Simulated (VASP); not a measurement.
# Ta (Im-3m) in VASP: settings compared

The runs below take Ta through single point, relaxation of cell and atoms, with r2SCAN50, r2SCAN, BLYP+D3(BJ), PBE0.

Program: VASP 6.6.1. These are calculated values, not measurements. Logs are shortened: lines on timing, memory, paths and dates and some standing lists are left out, and cuts for length are marked.

### Step 1. The cell of the first run

Symmetry: Im-3m, No. 229, cubic system. Conventional cell: a = 3.324 Å, b = 3.324 Å, c = 3.324 Å, α = 90.00°, β = 90.00°, γ = 90.00°. Within 3.8 Å of Ta (site symmetry m-3m) lie 14 Ta at 2.88 to 3.32 Å.

### Step 2. Single point, r2SCAN50

The input, POSCAR:

```
Ta
1.0
   -1.6622159478      1.6622159478      1.6622159478
    1.6622159478     -1.6622159478      1.6622159478
    1.6622159478      1.6622159478     -1.6622159478
Ta
1
Direct
    0.0000000000      0.0000000000      0.0000000000
```

The input, INCAR.step1:

```
SYSTEM = Ta
PREC = Accurate ; ENCUT = 440
EDIFF = 1E-5 ; ISMEAR = -1
SIGMA = 0.05 ; LREAL = .FALSE.
LASPH = .TRUE. ; NELM = 120
ALGO = Normal ; ISIF = 2
LWAVE = .TRUE. ; LCHARG = .FALSE.
NBANDS = 12 ; GGA = PE
GGA_COMPAT = .FALSE.
```

The input, INCAR.step2:

```
SYSTEM = Ta
PREC = Accurate ; ENCUT = 440
EDIFF = 1E-6 ; ISMEAR = -1
SIGMA = 0.05 ; LREAL = .FALSE.
LASPH = .TRUE. ; NELM = 120
ALGO = Normal ; ISIF = 2
LWAVE = .FALSE. ; LCHARG = .FALSE.
METAGGA = R2SCAN ; LHFCALC = .TRUE.
AEXX = 0.5 ; LMIXTAU = .TRUE.
PRECFOCK = Normal ; NBANDS = 12
ISTART = 1 ; GGA_COMPAT = .FALSE.
```

The input, KPOINTS:

```
regular mesh
0
G
  6 6 6
  0 0 0
```

Potentials or basis: VASP PAW PBE potentials, release 64 (Ta_sv_GW).

The run is started by

```console
cat potpaw_PBE.64/Ta_sv_GW/POTCAR > POTCAR
cp INCAR.step1 INCAR
mpirun -np 1 vasp_std > vasp.out
cp INCAR.step2 INCAR
mpirun -np 1 vasp_std > vasp.out
```

OUTCAR:

```text
SYSTEM = Ta
   PREC = Accurate
   ENCUT = 440
   EDIFF = 1E-6
   ISMEAR = -1
   LREAL = .FALSE.
   LASPH = .TRUE.
   NELM = 120
   ISIF = 2
   METAGGA = R2SCAN
   LHFCALC = .TRUE.
   AEXX = 0.5
   PRECFOCK = Normal
   ISTART = 1

 ion  position               nearest neighbor table
   1  0.000  0.000  0.000-

  LATTYP: Found a body centered cubic cell.
 ALAT       =     3.3244318956

  Lattice vectors:

 A1 = (  -1.6622159478,   1.6622159478,   1.6622159478)
 A2 = (   1.6622159478,  -1.6622159478,   1.6622159478)
 A3 = (   1.6622159478,   1.6622159478,  -1.6622159478)

Analysis of symmetry for initial positions (statically):
=====================================================================
 Subroutine PRICEL returns:
 Original cell was already a primitive cell.

 Routine SETGRP: Setting up the symmetry group for a
 body centered cubic supercell.

 Subroutine GETGRP returns: Found 48 space group operations
 (whereof 48 operations were pure point group operations)
 out of a pool of 48 trial point group operations.

The static configuration has the point symmetry O_h .

Analysis of symmetry for dynamics (positions and initial velocities):
=====================================================================
 Subroutine PRICEL returns:
 Original cell was already a primitive cell.

 Routine SETGRP: Setting up the symmetry group for a
 body centered cubic supercell.

 Subroutine GETGRP returns: Found 48 space group operations
 (whereof 48 operations were pure point group operations)
 out of a pool of 48 trial point group operations.

The dynamic configuration has the point symmetry O_h .

 Subroutine INISYM returns: Found 48 space group operations
 (whereof 48 operations are pure point group operations),
 and found     1 'primitive' translations

----------------------------------------------------------------------------------------

                                     Primitive cell

  volume of cell :      18.3706

  direct lattice vectors                    reciprocal lattice vectors
    -1.662215948  1.662215948  1.662215948     0.000000000  0.300803274  0.300803274
     1.662215948 -1.662215948  1.662215948     0.300803274  0.000000000  0.300803274
     1.662215948  1.662215948 -1.662215948     0.300803274  0.300803274  0.000000000

  length of vectors
     2.879042475  2.879042475  2.879042475     0.425400070  0.425400070  0.425400070

  position of ions in fractional coordinates (direct lattice)
     0.000000000  0.000000000  0.000000000

  ion indices of the primitive-cell ions
   primitive index   ion index
                 1           1

----------------------------------------------------------------------------------------

 KPOINTS: regular mesh

Automatic generation of k-mesh.
 Grid dimensions read from file:
 generate k-points for:    6    6    6

 Generating k-lattice:

  Cartesian coordinates                     Fractional coordinates (reciprocal lattice)
     0.000000000  0.050133879  0.050133879     0.166666667  0.000000000  0.000000000
     0.050133879  0.000000000  0.050133879     0.000000000  0.166666667  0.000000000
     0.050133879  0.050133879  0.000000000     0.000000000  0.000000000  0.166666667

  Length of vectors
     0.070900012  0.070900012  0.070900012

  Shift w.r.t. Gamma in fractional coordinates (k-lattice)
     0.000000000  0.000000000  0.000000000

 Subroutine IBZKPT returns following result:
 ===========================================

 Found     16 irreducible k-points:

 Following reciprocal coordinates:
            Coordinates               Weight
  0.000000  0.000000  0.000000      1.000000
  0.166667  0.000000  0.000000     12.000000
  0.333333  0.000000  0.000000     12.000000
  0.500000  0.000000  0.000000      6.000000
  0.166667  0.166667  0.000000     24.000000
  0.333333  0.166667 -0.000000     48.000000
[... 8 lines left out ...]
  0.500000  0.500000  0.333333     12.000000
  0.500000  0.500000  0.500000      1.000000
   k-points           NKPTS =     16   k-points in BZ     NKDIM =    216   number of bands    NBANDS=     12
   number of dos      NEDOS =    301   number of ions     NIONS =      1
   total plane-waves  NPLWV =   8000
   dimension x,y,z NGX =    20 NGY =   20 NGZ =   20
   dimension x,y,z NGXF=    40 NGYF=   40 NGZF=   40
   ions per type =               1
   NGX,Y,Z   is equivalent  to a cutoff of  11.55, 11.55, 11.55 a.u.
   NGXF,Y,Z  is equivalent  to a cutoff of  23.10, 23.10, 23.10 a.u.
 SYSTEM =  Ta
   PREC   = accura    normal or accurate (medium, high low for compatibility)
   ISTART =      1    job   : 0-new  1-cont  2-samecut
   ICHARG =      0    charge: 1-file 2-atom 10-const
   ISPIN  =      1    spin polarized calculation?
   LNONCOLLINEAR =      F non collinear calculations
   LSORBIT =      F    spin-orbit coupling
   LASPH  =      T    aspherical Exc in radial PAW
   ENCUT  =  440.0 eV  32.34 Ry    5.69 a.u.   4.92  4.92  4.92*2*pi/ulx,y,z
[... 26 lines left out ...]
   METAGGA = R2SCAN    functional components
   LHFCALC =     T    Hartree Fock is set to
   PRECFOCK=normal    Normal, Fast or Accurate (Low or Medium for compatibility)
   ENCUT4O =  -1.0   cutoff for four orbital integrals eV
   NKREDX  =     1    reduce k-point grid by
   NKREDY  =     1    reduce k-point grid by
   NKREDZ  =     1    reduce k-point grid by
   AEXX    =    0.5000 exact exchange contribution
   HFSCREEN=    0.0000 screening length (either q_TF or 0.3 A-1)
   HFSCREENC=   0.0000 screening length for correlation (either q_TF or 0.3 A-1)
   ENCUTFOCK=  -1.0 apply spherical cutoff to Coloumb kernel
   IVDW    =     0    specifies the selected vdW correction
   LEPSILON=     F    determine dielectric tensor
   LRPA    =     F    only Hartree local field effects (RPA)
 non-spin polarized calculation
  energy-cutoff  :      440.00
  volume of cell :       18.37
 maximum number of plane-waves:       394
  NGX = 16; NGY = 16; NGZ = 16

 number of electron      13.0000003 magnetization

 Free energy of the ion-electron system (eV)
  ---------------------------------------------------
  ext. energy  EPLUGINS =         0.00000000
  ---------------------------------------------------
  free energy    TOTEN  =       -38.77769096 eV

  energy without entropy =      -38.77033835  energy(sigma->0) =      -38.77401466

 E-fermi :   9.4496     XC(G=0):  -7.7319

 val. band max:        9.4240490313   @ k =  -0.3333   0.5000   0.1667
 cond. band min:       9.9860167044   @ k =   0.3333   0.0000   0.0000
 fundamental gap:      0.5619676731
 Fermi energy:         9.4495885954

 k-point     1 :       0.0000    0.0000    0.0000
  band No.  band energies     occupation
      1     -67.0560      2.00000
      2     -29.4185      2.00000
      3     -29.4185      2.00000
      4     -29.4185      2.00000
      5      -1.5082      2.00000
      6      12.2398      0.00000
      7      12.2398      0.00000
      8      12.2398      0.00000
      9      16.2969      0.00000
     10      16.2969      0.00000
     11      27.1430      0.00000
     12      27.1430      0.00000

 k-point     2 :       0.1667    0.0000    0.0000
  band No.  band energies     occupation
      1     -67.0156      2.00000
      2     -29.7993      2.00000
      3     -29.5295      2.00000
      4     -29.4216      2.00000
      5      -0.0785      2.00000
      6      10.9984      0.00000
      7      11.3733      0.00000
      8      13.5415      0.00000
      9      15.4000      0.00000
     10      16.2387      0.00000
     11      27.9859      0.00000
     12      29.3798      0.00000

 k-point     3 :       0.3333    0.0000    0.0000
  band No.  band energies     occupation
      1     -66.9493      2.00000
      2     -30.5152      2.00000
      3     -29.7437      2.00000
      4     -29.4233      2.00000
      5       2.6155      2.00000
      6       7.9111      2.00000
      7       9.9860      0.00004
      8      15.8866      0.00000
      9      16.6030      0.00000
     10      17.0757      0.00000
     11      25.9079      0.00000
     12      26.9579      0.00000
[... 166 lines left out ...]
 k-point    15 :       0.5000    0.5000    0.3333
  band No.  band energies     occupation
      1     -66.8338      2.00000
      2     -30.4823      2.00000
      3     -30.2352      2.00000
      4     -30.1417      2.00000
      5       4.9401      2.00000
      6       5.1883      2.00000
      7      14.3157      0.00000
      8      14.3272      0.00000
      9      19.3366      0.00000
     10      20.3779      0.00000
     11      22.6218      0.00000
     12      24.6392      0.00000

 k-point    16 :       0.5000    0.5000    0.5000
  band No.  band energies     occupation
      1     -66.7842      2.00000
      2     -30.3537      2.00000
      3     -30.3537      2.00000
      4     -30.3537      2.00000
      5       4.1556      2.00000
      6       4.1556      2.00000
      7      19.0920      0.00000
      8      19.0920      0.00000
      9      19.0920      0.00000
     10      20.4740      0.00000
     11      20.4740      0.00000
     12      20.4740      0.00000

------------------------ aborting loop because EDIFF is reached ----------------------------------------

  FORCE on cell =-STRESS in cart. coord.  units (eV):
  Direction    XX          YY          ZZ          XY          YZ          ZX
  --------------------------------------------------------------------------------------
  -------------------------------------------------------------------------------------
  Total       -2.5928023     -2.5928023     -2.5928023      0.0000000     -0.0000000      0.0000000
  in kB     -226.1297247   -226.1297247   -226.1297247      0.0000000     -0.0000000      0.0000000
  external PRESSURE =    -226.1297247 kB  Pullay stress =       0.0000000 kB

 VOLUME and BASIS-vectors are now :
 -----------------------------------------------------------------------------
  energy-cutoff  :      440.00
  volume of cell :       18.37
      direct lattice vectors                 reciprocal lattice vectors
    -1.662215948  1.662215948  1.662215948     0.000000000  0.300803274  0.300803274
     1.662215948 -1.662215948  1.662215948     0.300803274  0.000000000  0.300803274
     1.662215948  1.662215948 -1.662215948     0.300803274  0.300803274  0.000000000

 POSITION                                       TOTAL-FORCE (eV/Angst)
 -----------------------------------------------------------------------------------
      0.00000      0.00000      0.00000        -0.000000      0.000000     -0.000000
 -----------------------------------------------------------------------------------
    total drift:                                0.000000     -0.000000     -0.000000

  FREE ENERGIE OF THE ION-ELECTRON SYSTEM (eV)
  ---------------------------------------------------
  free  energy   TOTEN  =       -38.7776909603 eV

  energy  without entropy=      -38.7703383539  energy(sigma->0) =      -38.77401466
```

It took 9.4 min on 1 thread of AMD EPYC 9R45 (Zen 5), shared host; peak memory 0.11 GiB.

Results:

| Quantity | Value |
| --- | --- |
| Free energy | -38.7777 eV |
| Pressure | -22.6 GPa |
| Band gap on the k mesh | zero (an odd number of electrons rules out a gap without spin polarisation) |

Levels at points of the mesh, in eV from the Fermi level:
```csv
k point,band 2,band 3,band 4,band 5,band 6,band 7,band 8,band 9,band 10,band 11
"(0.00, 0.00, 0.00)",-38.87,-38.87,-38.87,-10.96,2.79,2.79,2.79,6.85,6.85,17.69
"(0.50, 0.00, 0.00)",-40.30,-39.30,-38.87,-6.20,-2.39,1.81,6.59,7.72,10.67,14.45
"(0.50, 0.50, 0.50)",-39.80,-39.80,-39.80,-5.29,-5.29,9.64,9.64,9.64,11.02,11.02
```

Caveat: the k points lie up to 0.45 Å⁻¹ apart, too coarse for converged energies and pressures of a metal; the PAW data sets were made with another functional, which shifts forces and pressure a little; spin-orbit coupling is left out, which moves the levels of the heavy elements.

### Step 3. Single point, r2SCAN

This run uses another cell than the first one, of 18.01 Å³/atom.

The input, POSCAR:

```
Ta
1.0
   -1.6512800000      1.6512800000      1.6512800000
    1.6512800000     -1.6512800000      1.6512800000
    1.6512800000      1.6512800000     -1.6512800000
Ta
1
Direct
    0.0000000000      0.0000000000      0.0000000000
```

The input, INCAR.step1:

```
  PREC = Accurate
  ENCUT = 550
  ISMEAR = -1
  SIGMA = 0.05
  LREAL = F
  LASPH = T
  NELM = 120
  NBANDS = 12
  GGA = PE
  ALGO = Normal
  EDIFF = 1E-5
  LWAVE = T
  LCHARG = F
  GGA_COMPAT = F
```

The input, INCAR.step2:

```
  PREC = Accurate
  ENCUT = 550
  EDIFF = 1E-6
  ISMEAR = -1
  SIGMA = 0.05
  LREAL = F
  LASPH = T
  NELM = 120
  ALGO = Normal
  ISIF = 2
  LWAVE = F
  LCHARG = F
  METAGGA = R2SCAN
  LMIXTAU = T
  NBANDS = 12
  ISTART = 1
  GGA_COMPAT = F
```

The input, KPOINTS:

```
Automatic mesh
0
Gamma
  11 11 11
```

Potentials or basis: VASP PAW PBE potentials, release 64 (Ta_sv_GW).

The run is started by

```console
cat potpaw_PBE.64/Ta_sv_GW/POTCAR > POTCAR
cp INCAR.step1 INCAR
mpirun -np 1 vasp_std > vasp.out
cp INCAR.step2 INCAR
mpirun -np 1 vasp_std > vasp.out
```

It took 59 s on 1 thread of AMD EPYC 7R13 (Zen 3), shared host; peak memory 0.13 GiB.

Results (log left out):

```
Free energy            : -51.0887 eV
Pressure               : -0.9 GPa
Band gap on the k mesh : zero (an odd number of electrons rules out a gap without spin polarisation)
```

Levels at points of the mesh, in eV from the Fermi level:
```
           k point  band 4  band 5  band 6  band 7  band 8  band 9
(0.00, 0.00, 0.00)  -34.21   -8.30    0.87    0.87    0.87    4.35
```

Caveat: the PAW data sets were made with another functional, which shifts forces and pressure a little; spin-orbit coupling is left out, which moves the levels of the heavy elements.

### Step 4. Relaxation of cell and atoms, BLYP+D3(BJ)

This run uses another cell than the first one, of 18.01 Å³/atom.

The input, INCAR:

```
SYSTEM = Ta
AGGAC    = 1.0          
AGGAX    = 1.0          
ALDAC    = 0.0          
ALDAX    = 1.0          
ALGO     = Normal         ! electronic algorithm
EDIFF    = 1E-7           ! SCF threshold, eV
EDIFFG   = -0.01          ! ionic threshold
ENCUT    = 500            ! plane-wave cutoff, eV
GGA      = B5             ! functional
GGA_COMPAT= .FALSE.      
IBRION   = 2              ! ionic algorithm
ISIF     = 3              ! what is computed and relaxed
ISMEAR   = -1             ! smearing method
IVDW     = 12             ! dispersion correction
LASPH    = .TRUE.         ! aspherical terms in the spheres
LCHARG   = .FALSE.        ! write CHGCAR
LREAL    = .FALSE.        ! projectors in reciprocal space
LWAVE    = .FALSE.        ! write WAVECAR
NELM     = 120            ! most SCF steps
NELMIN   = 4            
NSW      = 60             ! ionic steps
PREC     = Accurate       ! precision mode
SIGMA    = 0.05           ! smearing width, eV
VDW_A1   = 0.4298       
VDW_A2   = 4.2359       
VDW_S6   = 1.0          
VDW_S8   = 2.6996
```

The input, KPOINTS:

```
k-points
0
G
  11 11 11
  0 0 0
```

POSCAR is that of step 3.

The run is started by

```console
cat potpaw_PBE.64/Ta_sv_GW/POTCAR > POTCAR
mpirun -np 1 vasp_std > vasp.out
```

It took 52 s on 1 thread of Intel Xeon Platinum 8488C (Sapphire Rapids), shared host; peak memory 0.16 GiB.

It converged, with:

* Free energy: -14.4206 eV
* Relaxed volume: 17.43 Å³/atom
* Relaxed cell: a = 2.829 Å, b = 2.829 Å, c = 2.829 Å, α = 109.47°, β = 109.47°, γ = 109.47°
* Space group after relaxing (to 0.1 Å): Im-3m (No. 229)
* Energy gained by relaxing: 12.8 meV/atom
* Ionic steps: 4
* Pressure after relaxing: 0.0 GPa
* Band gap on the k mesh: zero (an odd number of electrons rules out a gap without spin polarisation)
* Dispersion energy per atom: -1.696 eV

Step by step:
```
step  energy change (eV)  largest force (eV/Å)  pressure (GPa)  volume (Å³)
   1              0.0000                0.0000           -6.87        18.01
   2              0.0713                0.0000           21.22        16.07
   3             -0.0128                0.0000           -0.23        17.45
   4             -0.0128                0.0000           -0.02        17.43
```

Final structure:
```xyz
1
Lattice="-1.6334 1.6334 1.6334 1.6334 -1.6334 1.6334 1.6334 1.6334 -1.6334" Properties=species:S:1:pos:R:3 pbc="T T T"
Ta    1.6334    1.6334   -1.6334
```

Levels at points of the mesh, in eV from the Fermi level:
```tsv
k point	band 3	band 4	band 5	band 6	band 7	band 8	band 9	band 10
(0.00, 0.00, 0.00)	-32.89	-32.89	-7.86	0.61	0.61	0.61	4.00	4.00
```

Caveat: the dispersion term is far too large for a dense solid, which distorts pressure and volume; the PAW data sets were made with another functional, which shifts forces and pressure a little; spin-orbit coupling is left out, which moves the levels of the heavy elements.

### Step 5. Single point, PBE0

This run uses another cell than the first one, of 17.65 Å³/atom.

The input, POSCAR:

```
Ta
1.0
   -1.6401972500      1.6401972500      1.6401972500
    1.6401972500     -1.6401972500      1.6401972500
    1.6401972500      1.6401972500     -1.6401972500
Ta
1
Direct
    0.0000000000      0.0000000000      0.0000000000
```

The input, INCAR.step1:

```
SYSTEM = Ta
  ALGO = Normal
  EDIFF = 1E-5
  ENCUT = 400
  GGA = PE
  GGA_COMPAT = .FALSE.
  ISIF = 2
  ISMEAR = -1
  LASPH = .TRUE.
  LCHARG = .FALSE.
  LREAL = .FALSE.
  LWAVE = .TRUE.
  NBANDS = 12
  NELM = 120
  PREC = Accurate
  SIGMA = 0.05
```

The input, INCAR.step2:

```
SYSTEM = Ta
  AEXX = 0.25
  ALGO = Normal
  EDIFF = 1E-6
  ENCUT = 400
  GGA = PE
  GGA_COMPAT = .FALSE.
  ISIF = 2
  ISMEAR = -1
  ISTART = 1
  LASPH = .TRUE.
  LCHARG = .FALSE.
  LHFCALC = .TRUE.
  LREAL = .FALSE.
  LWAVE = .FALSE.
  NBANDS = 12
  NELM = 120
  PREC = Accurate
  PRECFOCK = Normal
  SIGMA = 0.05
```

The input, KPOINTS:

```
k-points
0
G
  6 6 6
  0 0 0
```

The run is started by

```console
cat potpaw_PBE.64/Ta_sv_GW/POTCAR > POTCAR
cp INCAR.step1 INCAR
mpirun -np 1 vasp_std > vasp.out
cp INCAR.step2 INCAR
mpirun -np 1 vasp_std > vasp.out
```

It took 3.7 min on 1 thread of Intel Xeon Platinum 8488C (Sapphire Rapids), shared host; peak memory 0.13 GiB.

It converged, with:

| Item | Value |
| --- | --- |
| Free energy | -16.6558 eV |
| Pressure | 5.3 GPa |
| Band gap on the k mesh | zero (an odd number of electrons rules out a gap without spin polarisation) |

Levels at points of the mesh, in eV from the Fermi level:
| k point | band 3 | band 4 | band 5 | band 6 | band 7 | band 8 | band 9 | band 10 |
| --- | --- | --- | --- | --- | --- | --- | --- | --- |
| (0.00, 0.00, 0.00) | -35.55 | -35.55 | -9.30 | 1.86 | 1.86 | 1.86 | 5.57 | 5.57 |
| (0.50, 0.00, 0.00) | -35.99 | -35.56 | -5.27 | -1.95 | 2.01 | 5.43 | 6.50 | 9.57 |
| (0.50, 0.50, 0.50) | -36.50 | -36.50 | -4.66 | -4.66 | 8.53 | 8.53 | 8.53 | 10.20 |

Caveat: the k points lie up to 0.45 Å⁻¹ apart, too coarse for converged energies and pressures of a metal; the PAW data sets were made with another functional, which shifts forces and pressure a little; spin-orbit coupling is left out, which moves the levels of the heavy elements.

### Step 6. Overview

```csv
task,level,cell,k mesh,cutoff (eV),grid for exact exchange (PRECFOCK),share of exact exchange,gap on the mesh (eV),pressure (GPa)
single point,r2SCAN50,"a = 2.879 Å, angles 109.5°, 1 atom",6 × 6 × 6,440,Normal,0.5,none,-22.6
single point,r2SCAN,"a = 2.860 Å, angles 109.5°, 1 atom",11 × 11 × 11,550,-,-,none,-0.9
relaxation of cell and atoms,BLYP+D3(BJ),"relaxed from a = 2.860 Å, angles 109.5°, 1 atom",11 × 11 × 11,500,-,-,none,0.0
single point,PBE0,"a = 2.841 Å, angles 109.5°, 1 atom",6 × 6 × 6,400,Normal,0.25,none,5.3
```

Alike in all rows: potentials or basis VASP PAW PBE potentials, release 64 (Ta_sv_GW); no spin polarisation; smearing fermi-dirac 0.05 eV.

Caveats: some runs use coarse meshes; the PAW data sets were made with another functional, which shifts forces and pressure a little; spin-orbit coupling is left out, which moves the levels of the heavy elements; the dispersion term is far too large for a dense solid, which distorts pressure and volume (at least some runs).

Total energies depend on the potentials used, so only differences within one code and one set of settings carry meaning.

The gap in the log of VASP goes by the Fermi energy; the results here count the filled bands.